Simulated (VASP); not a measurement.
A run of VASP 6.6.1 is set up as follows.

The input INCAR:

```
PREC = Accurate ; ENCUT = 600
EDIFF = 1E-6 ; ISMEAR = -1
SIGMA = 0.02 ; LREAL = False
LASPH = True ; NELM = 120
ALGO = Normal ; ISIF = 2
LWAVE = False ; LCHARG = False
GGA = PE ; NBANDS = 56
GGA_COMPAT = False
```

The input KPOINTS:

```
regular mesh
0
Gamma
  4 4 6
```

Contents of POSCAR:

```
Ca3MgF8
1.0
    3.7306511435     -5.3248452147      0.0000000000
    3.7306511435      5.3248452147      0.0000000000
    0.0000000000      0.0000000000      3.7863863164
Ca F Mg
3 8 1
Direct
    0.0000000000      0.5000000000      0.0000000000
    0.5000000000      0.5000000000      0.5000000000
    0.5000000000      0.0000000000      0.0000000000
    0.3556517065      0.1144653909      0.5000000000
    0.1144653909      0.3556517065      0.5000000000
    0.8836716598      0.1163283402      0.0000000000
    0.6252891130      0.3747108870      0.0000000000
    0.3747108870      0.6252891130      0.0000000000
    0.1163283402      0.8836716598      0.0000000000
    0.8855346091      0.6443482935      0.5000000000
    0.6443482935      0.8855346091      0.5000000000
    0.0000000000      0.0000000000      0.5000000000
```

Potentials or basis: VASP PAW PBE potentials, release 64 (Ca_sv, F, Mg).

Run with:

```console
$ cat potpaw_PBE.64/Ca_sv/POTCAR potpaw_PBE.64/F/POTCAR potpaw_PBE.64/Mg/POTCAR > POTCAR
$ mpirun -np 1 vasp_std > vasp.out
```

(1) Predict the band gap on the k mesh.

(2) Estimate the pressure.

Answers

(1) 6.73 eV (least direct gap 6.75 eV).

(2) 3.7 GPa.

Caveat: the cell stands under pressure.
